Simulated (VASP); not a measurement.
**Al3Cu2: single point with LDA**

Al3Cu2:

```
Al Cu
1.0
     4.10296    0.00000    0.00000
    -2.05148    3.55327    0.00000
     0.00000    0.00000    4.81664
Al Cu
3 2
Direct
  0.00000 0.00000 0.00000
  0.35781 0.66667 0.35089
  0.64219 0.33333 0.64911
  0.29270 0.66667 0.84159
  0.70730 0.33333 0.15841
```

This cell differs from its parent crystal: atoms displaced along a vibrational mode, the cell strained.

```yaml
Program: VASP 6.6.1
Task: single point
Functional: LDA
Potentials_or_basis: VASP PAW LDA potentials, release 64 (Al, Cu)
Cutoff: 520 eV
k_mesh: 12 × 12 × 8
Occupations: gaussian, width 0.15 eV
Spin: no spin polarisation
```

- Pressure: 2.1 GPa
- Largest force: 0.584 eV/Å
- Band gap on the k mesh: zero (an odd number of electrons rules out a gap without spin polarisation)

Forces on the atoms (eV/Å):
```
Al   0.000  0.000  0.000
Al  -0.124  0.107 -0.089
Al   0.124 -0.107  0.089
Cu   0.582 -0.019 -0.041
Cu  -0.582  0.019  0.041
```

Stress tensor (GPa, compression positive):
```
 1.85 -2.59  0.75
-2.59 -0.99 -0.13
 0.75 -0.13  5.44
```

Levels at points of the mesh, in eV from the Fermi level:
| k point | band 14 | band 15 | band 16 | band 17 | band 18 | band 19 |
| --- | --- | --- | --- | --- | --- | --- |
| (0.00, 0.00, 0.00) | -0.46 | -0.21 | 0.85 | 1.39 | 2.32 | 2.73 |
| (0.50, 0.00, 0.00) | -2.75 | -2.43 | -0.34 | -0.10 | 0.47 | 3.29 |
| (0.00, 0.50, 0.00) | -2.76 | -2.40 | -0.46 | -0.15 | 0.49 | 3.35 |
| (0.50, 0.50, 0.00) | -2.70 | -2.36 | -0.69 | -0.03 | 0.50 | 3.27 |
| (0.00, 0.00, 0.50) | 1.01 | 1.39 | 1.60 | 2.13 | 2.26 | 2.38 |
| (0.50, 0.00, 0.50) | -3.59 | -1.80 | -0.32 | 0.76 | 0.86 | 5.95 |
| (0.00, 0.50, 0.50) | -3.58 | -1.86 | -0.40 | 0.79 | 0.97 | 5.75 |
| (0.50, 0.50, 0.50) | -3.56 | -1.84 | -0.15 | 0.65 | 0.93 | 5.53 |

Run time: 8.8 min on 1 thread of Intel(R) Xeon(R) 6975P-C (Granite Rapids), on a shared host, peak memory 0.81 GiB.

Caveat: the cell differs from its parent crystal (atoms displaced along a vibrational mode, the cell strained).
